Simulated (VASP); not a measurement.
# Na (P2_1/m) in VASP: notebook

Na is run at these levels: PBE; tasks: single point.

All numbers are computed with VASP 6.6.1; they aren't measurements. Logs are shortened: lines on timing, memory, paths and dates and some standing lists are left out, and cuts for length are marked.

### 1 The cell of the first run

It takes space group P2_1/m (No. 11, monoclinic). The conventional cell has a = 3.795 Å, b = 6.103 Å, c = 3.795 Å, α = 90.00°, β = 120.00°, γ = 90.00°. Na (site symmetry m) has 12 Na at 3.38 to 4.31 Å within 4.4 Å.

### 2 Single point, PBE (atoms displaced along a vibrational mode, the cell strained)

INCAR

```
PREC     = Accurate       # precision mode
ENCUT    = 520            # plane-wave cutoff, eV
EDIFF    = 1E-6           # SCF threshold, eV
ISMEAR   = 0              # smearing method
SIGMA    = 0.15           # smearing width, eV
LREAL    = False          # projectors in reciprocal space
LASPH    = True           # aspherical terms in the spheres
NELM     = 80             # most SCF steps
ALGO     = Fast           # electronic algorithm
ISIF     = 2              # what is computed and relaxed
LWAVE    = False          # write WAVECAR
LCHARG   = False          # write CHGCAR
GGA      = PE             # functional
NBANDS   = 14             # bands
```

KPOINTS

```
Automatic mesh
0
Gamma
  15 15 8
```

POSCAR

```
Na
1.0
    3.7948041230      0.0000000000      0.0000000000
   -1.8974020615      3.2863967729      0.0000000000
    0.0000000000      0.0000000000      6.1030356778
Na
2
Direct
    0.2087136969      0.6666666667      0.2500000000
    0.7912863031      0.3333333333      0.7500000000
```

Potentials or basis: VASP PAW PBE potentials, release 64 (Na_pv).

Started as:

```sh
cat potpaw_PBE.64/Na_pv/POTCAR > POTCAR
mpirun -np 1 vasp_std > vasp.out
```

OUTCAR:

```text
PREC = Accurate
   ENCUT = 520
   EDIFF = 1E-6
   ISMEAR = 0
   LREAL = False
   LASPH = True
   NELM = 80
   ISIF = 2
   GGA = PE

 ion  position               nearest neighbor table
   1  0.209  0.667  0.250-
   2  0.791  0.333  0.750-

  LATTYP: Found a hexagonal cell.
 ALAT       =     3.7948041230
 C/A-ratio  =     1.6082610538

  Lattice vectors:

 A1 = (   3.7948041230,   0.0000000000,   0.0000000000)
 A2 = (  -1.8974020615,   3.2863967729,   0.0000000000)
 A3 = (   0.0000000000,   0.0000000000,   6.1030356778)

Analysis of symmetry for initial positions (statically):
=====================================================================
 Subroutine PRICEL returns:
 Original cell was already a primitive cell.

 Routine SETGRP: Setting up the symmetry group for a
 hexagonal supercell.

 Subroutine GETGRP returns: Found  4 space group operations
 (whereof  2 operations were pure point group operations)
 out of a pool of 24 trial point group operations.

The static configuration has the point symmetry S_2 .
 The point group associated with its full space group is C_2h.

Analysis of symmetry for dynamics (positions and initial velocities):
=====================================================================
 Subroutine PRICEL returns:
 Original cell was already a primitive cell.

 Routine SETGRP: Setting up the symmetry group for a
 hexagonal supercell.

 Subroutine GETGRP returns: Found  4 space group operations
 (whereof  2 operations were pure point group operations)
 out of a pool of 24 trial point group operations.

The dynamic configuration has the point symmetry S_2 .
 The point group associated with its full space group is C_2h.

 Subroutine INISYM returns: Found  4 space group operations
 (whereof  2 operations are pure point group operations),
 and found     1 'primitive' translations

----------------------------------------------------------------------------------------

                                     Primitive cell

  volume of cell :      76.1124

  direct lattice vectors                    reciprocal lattice vectors
     3.794804123  0.000000000  0.000000000     0.263518213  0.152142311  0.000000000
    -1.897402062  3.286396773  0.000000000     0.000000000  0.304284622  0.000000000
     0.000000000  0.000000000  6.103035678     0.000000000  0.000000000  0.163852884

  length of vectors
     3.794804123  3.794804123  6.103035678     0.304284622  0.304284622  0.163852884
[... 90 lines left out ...]
   TEBEG  =    0.0;   TEEND  =   0.0 temperature during run
   PSTRESS=    0.0 pullay stress
   NELECT =      14.0000    total number of electrons
   NUPDOWN=      -1.0000    fix difference up-down
   EMIN   =  10.00;   EMAX   =-10.00  energy-range for DOS
   EFERMI =   0.00;   METHOD = LEGACY
   ISMEAR =     0;   SIGMA  =   0.15  broadening in eV -4-tet -1-fermi 0-gaus
   EFERMI_NEDOS =   21; number of points for ismear=-14 and -15
   IALGO  =     68    algorithm
   IMIX   =      4    mixing-type and parameters
     AMIX     =   0.40;   BMIX     =  1.00
     AMIX_MAG =   1.60;   BMIX_MAG =  1.00
  volume/ion in A,a.u.               =      38.06       256.82
  Fermi-wavevector in a.u.,A,eV,Ry     =   0.931034  1.759400 11.793872  0.866825
  Thomas-Fermi vector in A             =   2.057485
   LORBIT       =      0    0 simple, 1 ext, 2 COOP (PROOUT), +10 PAW based schemes
   GGA     = PE    functional components
   LHFCALC =     F    Hartree Fock is set to
   AEXX    =    0.0000 exact exchange contribution
   IVDW    =     0    specifies the selected vdW correction
   LEPSILON=     F    determine dielectric tensor
   LRPA    =     F    only Hartree local field effects (RPA)
 non-spin polarized calculation
 RMM-DIIS sequential band-by-band and
 Gauss-broadening in eV      SIGMA  =   0.15
  energy-cutoff  :      520.00
  volume of cell :       76.11
 maximum number of plane-waves:      2070
   NGX = 15   NGY = 15   NGZ = 23

 number of electron      14.0000007 magnetization

 Free energy of the ion-electron system (eV)
  ---------------------------------------------------
  ext. energy  EPLUGINS =         0.00000000
  ---------------------------------------------------
  free energy    TOTEN  =        -2.57759244 eV

  energy without entropy =       -2.56535608  energy(sigma->0) =       -2.57147426

 E-fermi :   0.2686     XC(G=0):  -6.4322

 val. band max:        0.2685944053   @ k =   0.4000   0.0667   0.3750
 cond. band min:       0.2687291114   @ k =  -0.2667  -0.4667   0.2500
 fundamental gap:      0.0001347062
 Fermi energy:         0.2686479808

 k-point     1 :       0.0000    0.0000    0.0000
  band No.  band energies     occupation
      1     -24.7461      2.00000
      2     -24.7055      2.00000
      3     -24.6971      2.00000
      4     -24.6966      2.00000
      5     -24.6957      2.00000
      6     -24.6919      2.00000
      7      -2.9668      2.00000
      8       0.8714      0.00000
      9       1.2922      0.00000
     10       9.8870      0.00000
     11       9.9531      0.00000
     12      10.3535      0.00000
     13      10.4301      0.00000
     14      10.6353      0.00000
[... 377 lines left out ...]
      1     -24.7453      2.00000
      2     -24.7066      2.00000
      3     -24.6991      2.00000
      4     -24.6975      2.00000
      5     -24.6967      2.00000
      6     -24.6941      2.00000
      7      -2.7751      2.00000
      8       1.0423      0.00000
      9       1.4804      0.00000
     10       7.9187      0.00000
     11       8.0128      0.00000
     12      10.3646      0.00000
     13      10.7232      0.00000
     14      11.3105      0.00000

 [... further k-points ...]

------------------------ aborting loop because EDIFF is reached ----------------------------------------

  FORCE on cell =-STRESS in cart. coord.  units (eV):
  Direction    XX          YY          ZZ          XY          YZ          ZX
  --------------------------------------------------------------------------------------
  -------------------------------------------------------------------------------------
  Total       -0.2699273     -0.1275771      0.2238163      0.2215079      0.0000000      0.0000000
  in kB       -5.6820123     -2.6855188      4.7113672      4.6627755      0.0000000      0.0000000
  external PRESSURE =      -1.2187213 kB  Pullay stress =       0.0000000 kB

 VOLUME and BASIS-vectors are now :
 -----------------------------------------------------------------------------
  energy-cutoff  :      520.00
  volume of cell :       76.11
      direct lattice vectors                 reciprocal lattice vectors
     3.794804123  0.000000000  0.000000000     0.263518213  0.152142311  0.000000000
    -1.897402062  3.286396773  0.000000000     0.000000000  0.304284622  0.000000000
     0.000000000  0.000000000  6.103035678     0.000000000  0.000000000  0.163852884

 POSITION                                       TOTAL-FORCE (eV/Angst)
 -----------------------------------------------------------------------------------
     -0.47291      2.19093      1.52576         0.081944      0.082644      0.000000
      2.37031      1.09547      4.57728        -0.081944     -0.082644      0.000000
 -----------------------------------------------------------------------------------
    total drift:                                0.000000     -0.000000      0.000000

  FREE ENERGIE OF THE ION-ELECTRON SYSTEM (eV)
  ---------------------------------------------------
  free  energy   TOTEN  =        -2.5775924382 eV

  energy  without entropy=       -2.5653560832  energy(sigma->0) =       -2.57147426
```

stdout:

```text
POSCAR found type information on POSCAR Na
 POSCAR found :  1 types and       2 ions
 scaLAPACK will be used
 LDA part: xc-table for (Slater+PW92), standard interpolation
 POSCAR, INCAR and KPOINTS ok, starting setup
 FFT: planning ... GRIDC
 FFT: planning ... GRID_SOFT
 FFT: planning ... GRID
 WAVECAR not read
 entering main loop
```

Wall time 2.9 min (1 thread of Intel Xeon 6975P-C (Granite Rapids), shared host); peak memory 0.52 GiB.

What came out:

* Free energy: -2.5776 eV
* Pressure: -0.1 GPa
* Largest force: 0.116 eV/Å
* Band gap on the k mesh: zero (bands 7 and 8 overlap by 4.24 eV)

Forces on the atoms (eV/Å):
```
Na   0.082  0.083  0.000
Na  -0.082 -0.083  0.000
```

Caveat: the cell differs from its parent crystal (atoms displaced along a vibrational mode, the cell strained).

### 3 Single point, PBE (atoms displaced along a vibrational mode, the cell strained)

INCAR

```
PREC = Accurate
ENCUT = 520
EDIFF = 1E-7
ISMEAR = 0
SIGMA = 0.15
LREAL = F
LASPH = T
NELM = 100
ALGO = Fast
ISIF = 2
LWAVE = F
LCHARG = F
GGA = PE
NBANDS = 14
```

KPOINTS is that of step 2.

POSCAR

```
Na
1.0
    3.5951958532      0.0000000000      0.0000000000
   -1.7975979266      3.1135309404      0.0000000000
    0.0000000000      0.0000000000      6.1030356778
Na
2
Direct
    0.1464172299      0.6666666667      0.2500000000
    0.8535827701      0.3333333333      0.7500000000
```

Potentials or basis: VASP PAW PBE potentials, release 64 (Na_pv).

Started as:

```sh
cat potpaw_PBE.64/Na_pv/POTCAR > POTCAR
mpirun -np 1 vasp_std > vasp.out
```

OUTCAR:

```text
PREC = Accurate
   ENCUT = 520
   EDIFF = 1E-7
   ISMEAR = 0
   LREAL = F
   LASPH = T
   NELM = 100
   ISIF = 2
   GGA = PE

 ion  position               nearest neighbor table
   1  0.146  0.667  0.250-
   2  0.854  0.333  0.750-

  LATTYP: Found a hexagonal cell.
 ALAT       =     3.5951958532
 C/A-ratio  =     1.6975530477

  Lattice vectors:

 A1 = (   3.5951958532,   0.0000000000,   0.0000000000)
 A2 = (  -1.7975979266,   3.1135309404,   0.0000000000)
 A3 = (   0.0000000000,   0.0000000000,   6.1030356778)

Analysis of symmetry for initial positions (statically):
=====================================================================
 Subroutine PRICEL returns:
 Original cell was already a primitive cell.

 Routine SETGRP: Setting up the symmetry group for a
 hexagonal supercell.

 Subroutine GETGRP returns: Found  4 space group operations
 (whereof  2 operations were pure point group operations)
 out of a pool of 24 trial point group operations.

The static configuration has the point symmetry S_2 .
 The point group associated with its full space group is C_2h.

Analysis of symmetry for dynamics (positions and initial velocities):
=====================================================================
 Subroutine PRICEL returns:
 Original cell was already a primitive cell.

 Routine SETGRP: Setting up the symmetry group for a
 hexagonal supercell.

 Subroutine GETGRP returns: Found  4 space group operations
 (whereof  2 operations were pure point group operations)
 out of a pool of 24 trial point group operations.

The dynamic configuration has the point symmetry S_2 .
 The point group associated with its full space group is C_2h.

 Subroutine INISYM returns: Found  4 space group operations
 (whereof  2 operations are pure point group operations),
 and found     1 'primitive' translations
[... 120 lines left out ...]
   GGA     = PE    functional components
   LHFCALC =     F    Hartree Fock is set to
   AEXX    =    0.0000 exact exchange contribution
   IVDW    =     0    specifies the selected vdW correction
   LEPSILON=     F    determine dielectric tensor
   LRPA    =     F    only Hartree local field effects (RPA)
 non-spin polarized calculation
 RMM-DIIS sequential band-by-band and
 Gauss-broadening in eV      SIGMA  =   0.15
  energy-cutoff  :      520.00
  volume of cell :       68.32
 maximum number of plane-waves:      1860
   NGX = 13   NGY = 13   NGZ = 23

 number of electron      13.9999995 magnetization

 Free energy of the ion-electron system (eV)
  ---------------------------------------------------
  ext. energy  EPLUGINS =         0.00000000
  ---------------------------------------------------
  free energy    TOTEN  =        -2.54342633 eV

  energy without entropy =       -2.53184972  energy(sigma->0) =       -2.53763803

 E-fermi :   0.6025     XC(G=0):  -6.7175

 val. band max:        0.5738152024   @ k =  -0.4000   0.2000   0.3750
 cond. band min:       0.6193811672   @ k =   0.0000   0.4000   0.5000
 fundamental gap:      0.0455659648
 Fermi energy:         0.6025045228

 k-point     1 :       0.0000    0.0000    0.0000
  band No.  band energies     occupation
      1     -24.3855      2.00000
      2     -24.3225      2.00000
      3     -24.3172      2.00000
      4     -24.3160      2.00000
      5     -24.3143      2.00000
      6     -24.3101      2.00000
      7      -2.8744      2.00000
      8       0.9554      0.00088
      9       1.4071      0.00000
     10      10.8416      0.00000
     11      11.4381      0.00000
     12      11.5399      0.00000
     13      11.8613      0.00000
     14      12.1150      0.00000
[... 377 lines left out ...]
      1     -24.3841      2.00000
      2     -24.3252      2.00000
      3     -24.3217      2.00000
      4     -24.3182      2.00000
      5     -24.3142      2.00000
      6     -24.3134      2.00000
      7      -2.6600      2.00000
      8       1.1438      0.00000
      9       1.6180      0.00000
     10       9.0306      0.00000
     11       9.3575      0.00000
     12      11.5561      0.00000
     13      11.8848      0.00000
     14      12.4559      0.00000

 [... further k-points ...]

------------------------ aborting loop because EDIFF is reached ----------------------------------------

  FORCE on cell =-STRESS in cart. coord.  units (eV):
  Direction    XX          YY          ZZ          XY          YZ          ZX
  --------------------------------------------------------------------------------------
  -------------------------------------------------------------------------------------
  Total        0.1465710      0.3736995      0.5996151      0.1415457      0.0000000      0.0000000
  in kB        3.4374540      8.7641832     14.0624665      3.3195995      0.0000000      0.0000000
  external PRESSURE =       8.7547012 kB  Pullay stress =       0.0000000 kB

 VOLUME and BASIS-vectors are now :
 -----------------------------------------------------------------------------
  energy-cutoff  :      520.00
  volume of cell :       68.32
      direct lattice vectors                 reciprocal lattice vectors
     3.595195853  0.000000000  0.000000000     0.278148963  0.160589379  0.000000000
    -1.797597927  3.113530940  0.000000000     0.000000000  0.321178758  0.000000000
     0.000000000  0.000000000  6.103035678     0.000000000  0.000000000  0.163852884

 POSITION                                       TOTAL-FORCE (eV/Angst)
 -----------------------------------------------------------------------------------
     -0.67200      2.07569      1.52576         0.050590      0.120713      0.000000
      2.46960      1.03784      4.57728        -0.050590     -0.120713      0.000000
 -----------------------------------------------------------------------------------
    total drift:                                0.000000      0.000000      0.000000

  FREE ENERGIE OF THE ION-ELECTRON SYSTEM (eV)
  ---------------------------------------------------
  free  energy   TOTEN  =        -2.5434263323 eV

  energy  without entropy=       -2.5318497185  energy(sigma->0) =       -2.53763803
```

OSZICAR:

```text
N       E                     dE             d eps       ncg     rms          rms(c)
DAV:   1     0.102684532775E+03    0.10268E+03   -0.76972E+03 15826   0.985E+02
DAV:   2     0.151074430859E+01   -0.10117E+03   -0.10004E+03 16552   0.284E+02
DAV:   3    -0.249100282443E+01   -0.40017E+01   -0.39980E+01 19984   0.635E+01
DAV:   4    -0.254544915621E+01   -0.54446E-01   -0.54444E-01 17440   0.810E+00
DAV:   5    -0.254664116571E+01   -0.11920E-02   -0.11920E-02 19936   0.120E+00    0.313E-01
RMM:   6    -0.254480196652E+01    0.18392E-02   -0.84825E-04 20185   0.325E-01    0.208E-01
RMM:   7    -0.254339940625E+01    0.14026E-02   -0.16321E-03 20352   0.393E-01    0.255E-02
RMM:   8    -0.254341369925E+01   -0.14293E-04   -0.43064E-04 20512   0.374E-01    0.683E-03
RMM:   9    -0.254342286581E+01   -0.91666E-05   -0.10908E-04 22248   0.121E-01    0.442E-03
RMM:  10    -0.254342555767E+01   -0.26919E-05   -0.30727E-05 20995   0.964E-02    0.335E-03
RMM:  11    -0.254342590705E+01   -0.34938E-06   -0.11546E-05 22941   0.401E-02    0.440E-04
RMM:  12    -0.254342628015E+01   -0.37309E-06   -0.37038E-06 19396   0.269E-02    0.530E-04
RMM:  13    -0.254342633232E+01   -0.52172E-07   -0.74982E-07 13055   0.109E-02
   1 F= -.25434263E+01 E0= -.25376380E+01  d E =-.115766E-01
```

Run time: 10 min. Hardware: 1 thread of Oxide Virtual Turin-like, shared host; peak memory 0.45 GiB.

Results:

| Quantity | Value |
| --- | --- |
| Free energy | -2.5434 eV |
| Pressure | 0.9 GPa |
| Largest force | 0.131 eV/Å |
| Band gap on the k mesh | zero (bands 7 and 8 overlap by 4.71 eV) |

Forces on the atoms (eV/Å):
```
Na   0.051  0.121  0.000
Na  -0.051 -0.121  0.000
```

Caveat: the cell differs from its parent crystal (atoms displaced along a vibrational mode, the cell strained).

### 4 Single point, PBE (atoms displaced along a vibrational mode, the cell strained)

INCAR

```
  PREC = Accurate
  ENCUT = 520
  EDIFF = 1E-6
  ISMEAR = 0
  SIGMA = 0.15
  LREAL = F
  LASPH = T
  NELM = 60
  ALGO = Fast
  ISIF = 2
  LWAVE = F
  LCHARG = F
  GGA = PE
  NBANDS = 14
```

KPOINTS

```
regular mesh
0
Gamma
  15 15 8
```

POSCAR

```
Na
1.0
    3.5951958532      0.0000000000      0.0000000000
   -1.7975979266      3.1135309404      0.0000000000
    0.0000000000      0.0000000000      6.1030356778
Na
2
Direct
    0.2710368663      0.6666666667      0.2500000000
    0.7289631337      0.3333333333      0.7500000000
```

Started as:

```sh
cat potpaw_PBE.64/Na_pv/POTCAR > POTCAR
mpirun -np 1 vasp_std > vasp.out
```

Wall time 13 min (1 thread of Oxide Virtual Turin-like, shared host); peak memory 0.45 GiB.

It converged, with:

* Free energy: -2.5998 eV
* Pressure: 0.7 GPa
* Largest force: 0.053 eV/Å
* Band gap on the k mesh: zero (bands 7 and 8 overlap by 4.68 eV)

Forces on the atoms (eV/Å):
```
Na   0.049  0.021  0.000
Na  -0.049 -0.021  0.000
```

Stress tensor (GPa, compression positive):
```
0.80 0.33 0.00
0.33 0.89 0.00
0.00 0.00 0.53
```

Levels at points of the mesh, in eV from the Fermi level:
| k point | band 3 | band 4 | band 5 | band 6 | band 7 | band 8 | band 9 | band 10 | band 11 | band 12 |
| --- | --- | --- | --- | --- | --- | --- | --- | --- | --- | --- |
| (0.00, 0.00, 0.00) | -24.87 | -24.87 | -24.87 | -24.87 | -3.48 | 0.36 | 0.79 | 10.54 | 10.68 | 10.98 |
| (0.00, 0.00, 0.50) | -24.88 | -24.88 | -24.87 | -24.87 | -2.44 | -2.44 | 5.35 | 5.35 | 11.29 | 11.29 |

Caveat: the cell differs from its parent crystal (atoms displaced along a vibrational mode, the cell strained).

### 5 Summary

| cell | further INCAR settings | gap on the mesh (eV) | pressure (GPa) | largest force (eV/Å) |
| --- | --- | --- | --- | --- |
| a = 3.795, b = 3.795, c = 6.103 Å, angles 90.0, 90.0, 120.0°, 2 atoms, atomic positions A | ALGO = Fast; EDIFF = 1e-06; NBANDS = 14 | none | -0.1 | 0.12 |
| a = 3.595, b = 3.595, c = 6.103 Å, angles 90.0, 90.0, 120.0°, 2 atoms, atomic positions B | ALGO = Fast; EDIFF = 1e-07; NBANDS = 14 | none | 0.9 | 0.13 |
| a = 3.595, b = 3.595, c = 6.103 Å, angles 90.0, 90.0, 120.0°, 2 atoms, atomic positions C | ALGO = Fast; EDIFF = 1e-06; NBANDS = 14 | none | 0.7 | 0.05 |

Alike in all rows: task single point; level PBE; potentials or basis VASP PAW PBE potentials, release 64 (Na_pv); no spin polarisation; k mesh 15 × 15 × 8; cutoff (eV) 520; smearing gaussian 0.15 eV.

Absolute energies hang on the potentials; compare differences alone.

The gap in the log of VASP goes by the Fermi energy; the results here count the filled bands.